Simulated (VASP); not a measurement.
# BaTiO3 (Amm2) in VASP: single point with PBE

Aim: the single point of BaTiO3 with PBE.

Program: VASP 6.6.1. These are calculated values, not measurements. Logs are shortened: lines on timing, memory, paths and dates and some standing lists are left out, and cuts for length are marked.

## Step 1: The cell of the first run

The structure is orthorhombic, space group Amm2 (No. 38). The conventional cell has a = 3.984 Å, b = 5.674 Å, c = 5.692 Å, α = 90.00°, β = 90.00°, γ = 90.00°. Ba (site symmetry mm2) has 12 O at 2.80 to 2.89 Å and 8 Ti at 3.44 to 3.51 Å within 3.7 Å. Within 2.6 Å of Ti (site symmetry mm2) lie 6 O at 1.95 to 2.07 Å. O (site symmetry mm2) has 2 Ti at 1.99 Å within 2.6 Å. O (site symmetry m) has 2 Ti at 1.95 to 2.07 Å within 2.6 Å.

## Step 2: Single point, PBE

The input, INCAR:

```
PREC = Accurate ; ENCUT = 520
EDIFF = 1E-7 ; ISMEAR = 0
SIGMA = 0.02 ; LREAL = False
LASPH = True ; NELM = 100
ALGO = Normal ; ISIF = 2
LWAVE = False ; LCHARG = True
GGA = PE ; LELF = True
LVHAR = True ; NBANDS = 28
```

The input, KPOINTS:

```
regular mesh
0
Gamma
  12 12 12
```

The input, POSCAR:

```
BaTiO3
1.0
    3.9841000000      0.0000000000      0.0000000000
    0.0000000000      2.8370500000      2.8458000000
    0.0000000000     -2.8370500000      2.8458000000
Ba Ti O
1 1 3
Direct
    0.0000000000      0.0000000000      0.0000000000
    0.5000000000      0.5079000000      0.5079000000
    0.0000000000      0.4921000000      0.4921000000
    0.5000000000      0.5025100000      0.9937100000
    0.5000000000      0.9937100000      0.5025100000
```

Potentials or basis: VASP PAW PBE potentials, release 64 (Ba_sv, Ti_sv, O).

Run with:

```
> cat potpaw_PBE.64/Ba_sv/POTCAR potpaw_PBE.64/Ti_sv/POTCAR potpaw_PBE.64/O/POTCAR > POTCAR
> mpirun -np 1 vasp_std > vasp.out
```

OUTCAR:

```text
PREC = Accurate
   ENCUT = 520
   EDIFF = 1E-7
   ISMEAR = 0
   LREAL = False
   LASPH = True
   NELM = 100
   ISIF = 2
   GGA = PE

 ion  position               nearest neighbor table
   1  0.000  0.000  0.000-   3 2.80   4 2.82   5 2.82   4 2.82   5 2.82   4 2.84   5 2.84   5 2.84
                             4 2.84   3 2.84   3 2.84   3 2.89   2 3.44   2 3.44   2 3.47   2 3.47
   2  0.500  0.508  0.508-   4 1.95   5 1.95   3 1.99   3 1.99   5 2.07   4 2.07   1 3.44   1 3.44
                             1 3.47   1 3.47   1 3.47   1 3.47   1 3.51   1 3.51
   3  0.000  0.492  0.492-   2 1.99   2 1.99   1 2.80   1 2.84   1 2.84   1 2.89
   4  0.500  0.503  0.994-   2 1.95   2 2.07   1 2.82   1 2.82   1 2.84   1 2.84
   5  0.500  0.994  0.503-   2 1.95   2 2.07   1 2.82   1 2.82   1 2.84   1 2.84

  LATTYP: Found a base centered orthorhombic cell.
 ALAT       =     5.6741000000
 B/A-ratio  =     1.0030841896
 C/A-ratio  =     0.7021554079

  Lattice vectors:

 A1 = (   0.0000000000,   2.8370500000,  -2.8458000000)
 A2 = (   0.0000000000,   2.8370500000,   2.8458000000)
 A3 = (   3.9841000000,   0.0000000000,   0.0000000000)

Analysis of symmetry for initial positions (statically):
=====================================================================
 Subroutine PRICEL returns:
 Original cell was already a primitive cell.

 Routine SETGRP: Setting up the symmetry group for a
 base centered orthorhombic supercell.

 Subroutine GETGRP returns: Found  4 space group operations
 (whereof  4 operations were pure point group operations)
 out of a pool of  8 trial point group operations.

The static configuration has the point symmetry C_2v.

Analysis of symmetry for dynamics (positions and initial velocities):
=====================================================================
 Subroutine PRICEL returns:
 Original cell was already a primitive cell.

 Routine SETGRP: Setting up the symmetry group for a
 base centered orthorhombic supercell.

 Subroutine GETGRP returns: Found  4 space group operations
 (whereof  4 operations were pure point group operations)
 out of a pool of  8 trial point group operations.

The dynamic configuration has the point symmetry C_2v.

 Subroutine INISYM returns: Found  4 space group operations
 (whereof  4 operations are pure point group operations),
 and found     1 'primitive' translations

----------------------------------------------------------------------------------------

                                     Primitive cell

  volume of cell :      64.3327

  direct lattice vectors                    reciprocal lattice vectors
     3.984100000  0.000000000  0.000000000     0.250997716  0.000000000  0.000000000
     0.000000000  2.837050000  2.845800000     0.000000000  0.176239404  0.175697519
     0.000000000 -2.837050000  2.845800000     0.000000000 -0.176239404  0.175697519

  length of vectors
     3.984100000  4.018386535  4.018386535     0.250997716  0.248857280  0.248857280

  position of ions in fractional coordinates (direct lattice)
     0.000000000  0.000000000  0.000000000
     0.500000000  0.507900000  0.507900000
     0.000000000  0.492100000  0.492100000
     0.500000000  0.502510000  0.993710000
     0.500000000  0.993710000  0.502510000

  ion indices of the primitive-cell ions
   primitive index   ion index
                 1           1
                 2           2
                 3           3
                 4           4
                 5           5

----------------------------------------------------------------------------------------

 KPOINTS: regular mesh

Automatic generation of k-mesh.
 Grid dimensions read from file:
 generate k-points for:   12   12   12

 Generating k-lattice:

  Cartesian coordinates                     Fractional coordinates (reciprocal lattice)
     0.020916476  0.000000000  0.000000000     0.083333333  0.000000000  0.000000000
     0.000000000  0.014686617  0.014641460     0.000000000  0.083333333  0.000000000
     0.000000000 -0.014686617  0.014641460     0.000000000  0.000000000  0.083333333

  Length of vectors
     0.020916476  0.020738107  0.020738107

  Shift w.r.t. Gamma in fractional coordinates (k-lattice)
     0.000000000  0.000000000  0.000000000

 Subroutine IBZKPT returns following result:
 ===========================================

 Found    301 irreducible k-points:

 Following reciprocal coordinates:
            Coordinates               Weight
  0.000000  0.000000  0.000000      1.000000
  0.083333  0.000000  0.000000      2.000000
  0.166667  0.000000  0.000000      2.000000
  0.250000  0.000000  0.000000      2.000000
  0.333333  0.000000  0.000000      2.000000
  0.416667  0.000000  0.000000      2.000000
[... 16 lines left out ...]
  0.083333  0.250000  0.000000      8.000000
  0.166667  0.250000  0.000000      8.000000
 [... further k-points ...]
   k-points           NKPTS =    301   k-points in BZ     NKDIM =    301   number of bands    NBANDS=     28
   number of dos      NEDOS =    301   number of ions     NIONS =      5
   total plane-waves  NPLWV =  27000
   dimension x,y,z NGX =    30 NGY =   30 NGZ =   30
   dimension x,y,z NGXF=    60 NGYF=   60 NGZF=   60
   ions per type =               1   1   3
   NGX,Y,Z   is equivalent  to a cutoff of  12.52, 12.41, 12.41 a.u.
   NGXF,Y,Z  is equivalent  to a cutoff of  25.04, 24.82, 24.82 a.u.
 SYSTEM =  unknown system
   PREC   = accura    normal or accurate (medium, high low for compatibility)
   ISTART =      0    job   : 0-new  1-cont  2-samecut
   ICHARG =      2    charge: 1-file 2-atom 10-const
   ISPIN  =      1    spin polarized calculation?
   LNONCOLLINEAR =      F non collinear calculations
   LSORBIT =      F    spin-orbit coupling
   LASPH  =      T    aspherical Exc in radial PAW
   ENCUT  =  520.0 eV  38.22 Ry    6.18 a.u.   7.41  7.47  7.47*2*pi/ulx,y,z
   NELM   =    100;   NELMIN=  2; NELMDL= -5     # of ELM steps
   EDIFF  = 0.1E-06   stopping-criterion for ELM
   LREAL  =      F    real-space projection
   EDIFFG = 0.1E-05   stopping-criterion for IOM
   NSW    =      0    number of steps for IOM
   IBRION =     -1    ionic relax: 0-MD 1-quasi-New 2-CG
   NFREE  =      0    steps in history (QN), initial steepest desc. (CG)
   ISIF   =      2    stress and relaxation
   ISYM   =      2    0-nonsym 1-usesym 2-fastsym
   POTIM  = 0.5000    time-step for ionic-motion
   TEBEG  =    0.0;   TEEND  =   0.0 temperature during run
   PSTRESS=    0.0 pullay stress
   NELECT =      40.0000    total number of electrons
   NUPDOWN=      -1.0000    fix difference up-down
   EMIN   =  10.00;   EMAX   =-10.00  energy-range for DOS
   EFERMI =   0.00;   METHOD = LEGACY
   ISMEAR =     0;   SIGMA  =   0.02  broadening in eV -4-tet -1-fermi 0-gaus
   EFERMI_NEDOS =   21; number of points for ismear=-14 and -15
   IALGO  =     38    algorithm
   IMIX   =      4    mixing-type and parameters
     AMIX     =   0.40;   BMIX     =  1.00
     AMIX_MAG =   1.60;   BMIX_MAG =  1.00
  volume/ion in A,a.u.               =      12.87        86.83
  Fermi-wavevector in a.u.,A,eV,Ry     =   1.397283  2.640482 26.564002  1.952399
  Thomas-Fermi vector in A             =   2.520554
   LORBIT       =      0    0 simple, 1 ext, 2 COOP (PROOUT), +10 PAW based schemes
   GGA     = PE    functional components
   LHFCALC =     F    Hartree Fock is set to
   AEXX    =    0.0000 exact exchange contribution
   IVDW    =     0    specifies the selected vdW correction
   LEPSILON=     F    determine dielectric tensor
   LRPA    =     F    only Hartree local field effects (RPA)
 non-spin polarized calculation
 Gauss-broadening in eV      SIGMA  =   0.02
  energy-cutoff  :      520.00
  volume of cell :       64.33
 maximum number of plane-waves:      1767
 NGX is ok and might be reduce to    30
   NGX = 15   NGY = 15   NGZ = 15

 number of electron      39.9999994 magnetization

 Free energy of the ion-electron system (eV)
  ---------------------------------------------------
  ext. energy  EPLUGINS =         0.00000000
  ---------------------------------------------------
  free energy    TOTEN  =       -39.97447428 eV

  energy without entropy =      -39.97447428  energy(sigma->0) =      -39.97447428

 E-fermi :   3.9131     XC(G=0): -11.2403

 val. band max:        3.8100336335   @ k =   0.5000   0.5000   0.5000
 cond. band min:       5.6015363148   @ k =   0.0000   0.0000   0.0000
 fundamental gap:      1.7915026813
 Fermi energy:         3.9131464892

 k-point     1 :       0.0000    0.0000    0.0000
  band No.  band energies     occupation
      1     -52.8037      2.00000
      2     -29.0212      2.00000
      3     -29.0192      2.00000
      4     -29.0148      2.00000
      5     -21.0183      2.00000
      6     -13.0776      2.00000
[... 20 lines left out ...]
     27       8.8990      0.00000
     28      11.1457      0.00000

 k-point     2 :       0.0833    0.0000    0.0000
  band No.  band energies     occupation
      1     -52.8036      2.00000
      2     -29.0211      2.00000
      3     -29.0192      2.00000
      4     -29.0184      2.00000
      5     -21.0103      2.00000
      6     -13.0770      2.00000
[... 20 lines left out ...]
     27       9.0356      0.00000
     28      11.3171      0.00000

 k-point     3 :       0.1667    0.0000    0.0000
  band No.  band energies     occupation
      1     -52.8034      2.00000
      2     -29.0287      2.00000
      3     -29.0207      2.00000
      4     -29.0187      2.00000
      5     -20.9884      2.00000
      6     -13.0890      2.00000
[... 20 lines left out ...]
     27       9.4059      0.00000
     28      11.8102      0.00000

 k-point     4 :       0.2500    0.0000    0.0000
  band No.  band energies     occupation
      1     -52.8031      2.00000
      2     -29.0425      2.00000
      3     -29.0202      2.00000
      4     -29.0182      2.00000
      5     -20.9580      2.00000
      6     -13.1348      2.00000
[... 578 lines left out ...]
     27       9.9823      0.00000
     28      12.1744      0.00000

 k-point    23 :       0.0833    0.2500    0.0000
  band No.  band energies     occupation
      1     -52.8031      2.00000
      2     -29.0451      2.00000
      3     -29.0192      2.00000
      4     -29.0175      2.00000
      5     -20.9548      2.00000
      6     -13.1333      2.00000
[... 20 lines left out ...]
     27      10.1012      0.00000
     28      12.2666      0.00000

 k-point    24 :       0.1667    0.2500    0.0000
  band No.  band energies     occupation
      1     -52.8029      2.00000
      2     -29.0446      2.00000
      3     -29.0275      2.00000
      4     -29.0187      2.00000
      5     -20.9365      2.00000
      6     -13.0836      2.00000
[... 20 lines left out ...]
     27      10.4642      0.00000
     28      12.3376      0.00000

 [... further k-points ...]
[... 5 lines left out ...]
  --------------------------------------------------------------------------------------
  -------------------------------------------------------------------------------------
  Total        1.7647370      1.4861270      1.1977995      0.0000000      0.0000000      0.0000000
  in kB       43.9500092     37.0113482     29.8306767      0.0000000      0.0000000      0.0000000
  external PRESSURE =      36.9306781 kB  Pullay stress =       0.0000000 kB

 VOLUME and BASIS-vectors are now :
 -----------------------------------------------------------------------------
  energy-cutoff  :      520.00
  volume of cell :       64.33
      direct lattice vectors                 reciprocal lattice vectors
     3.984100000  0.000000000  0.000000000     0.250997716  0.000000000  0.000000000
     0.000000000  2.837050000  2.845800000     0.000000000  0.176239404  0.175697519
     0.000000000 -2.837050000  2.845800000     0.000000000 -0.176239404  0.175697519

 POSITION                                       TOTAL-FORCE (eV/Angst)
 -----------------------------------------------------------------------------------
      0.00000      0.00000      0.00000         0.000000      0.000000      0.087034
      1.99205      0.00000      2.89076         0.000000      0.000000      0.177678
      0.00000      0.00000      2.80084         0.000000      0.000000      0.097803
      1.99205     -1.39356      4.25794         0.000000     -0.002596     -0.181258
      1.99205      1.39356      4.25794         0.000000      0.002596     -0.181258
 -----------------------------------------------------------------------------------
    total drift:                                0.000000     -0.000000     -0.000071

  FREE ENERGIE OF THE ION-ELECTRON SYSTEM (eV)
  ---------------------------------------------------
  free  energy   TOTEN  =       -39.9744742794 eV

  energy  without entropy=      -39.9744742794  energy(sigma->0) =      -39.97447428
```

Run time: 16 min. Hardware: 1 thread of Intel Xeon 8259CL, shared host; peak memory 0.59 GiB.

Results:

```yaml
Free_energy: -39.9745 eV
Pressure: 3.7 GPa
Largest_force: 0.181 eV/Å
Band_gap_on_the_k_mesh: 1.79 eV (least direct gap 1.97 eV)
```

Forces on the atoms (eV/Å):
```
Ba   0.000  0.000  0.087
Ti   0.000  0.000  0.178
O    0.000  0.000  0.098
O    0.000 -0.003 -0.181
O    0.000  0.003 -0.181
```

Caveat: the cell stands under pressure; spin-orbit coupling is left out, which moves the levels of the heavy elements.
